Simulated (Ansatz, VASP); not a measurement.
Two plane-wave programs on V

Contents of INCAR:

```
SYSTEM = V
ALGO     = Normal         ! electronic algorithm
EDIFF    = 1E-7           ! SCF threshold, eV
ENCUT    = 520            ! plane-wave cutoff, eV
GGA      = RP             ! functional
ISIF     = 2              ! what is computed and relaxed
ISMEAR   = -1             ! smearing method
LASPH    = .True.         ! aspherical terms in the spheres
LCHARG   = .False.        ! write CHGCAR
LREAL    = .False.        ! projectors in reciprocal space
LWAVE    = .False.        ! write WAVECAR
NBANDS   = 20             ! bands
NELM     = 60             ! most SCF steps
PREC     = Accurate       ! precision mode
SIGMA    = 0.1            ! smearing width, eV
```

KPOINTS

```
k-points
0
Gamma
  16 16 14
  0 0 0
```

File POSCAR:

```
V
1.0
   -3.1374406986      3.1367923312      1.2271232290
    3.1367923312     -3.1374406986      1.2271232290
    1.7445140673      1.7445140673     -1.2283107151
V
2
Direct
    0.0000083952      0.9999916048      0.0000000000
    0.7499916048      0.2500083952      0.5000000000
```

Input for Ansatz:

```yaml
crystal:
  lattice:
    - [-3.1374406986, 3.1367923312, 1.227123229]
    - [3.1367923312, -3.1374406986, 1.227123229]
    - [1.7445140673, 1.7445140673, -1.2283107151]
  atoms:
    - { symbol: V, position: [8.3952e-06, 0.9999916048, 0.0] }
    - { symbol: V, position: [0.7499916048, 0.2500083952, 0.5] }
hamiltonian:
  xc: rpbe
  pseudopotentials:
    kind: paw
    azcp:
      V: "pseudopotentials/V.paw.azcp"
basis:
  ecutwfc: 420
  fft_grid_basis: typed
kpoints:
  mp_grid: { grid: [16, 16, 14], shift: [0, 0, 0] }
magnetization:
  spin_polarized: false
scf:
  occupations: { method: fermi_dirac, width: 0.1 }
  lower_state_search: "off"
output:
  stress: true
```

Alike in both runs: task single point; functional RPBE; k mesh 16 × 16 × 14; occupations fermi-dirac, width 0.1 eV; no spin polarisation.

|  | VASP | Ansatz |
| --- | --- | --- |
| version | VASP 6.6.1 | Ansatz 0.2.0 |
| potentials or method | VASP PAW PBE potentials, release 64 (V_sv), cutoff 520 eV | plane waves (420 eV) with PAW, scalar-relativistic |
| valence electrons in the cell | 26 | 26 |

Ansatz gave:

* pressure (GPa): 7.3

Question: What did VASP give for the same quantities?

Answer: Pressure (GPa): 7.6.

VASP's potentials were made for PBE, not for RPBE.
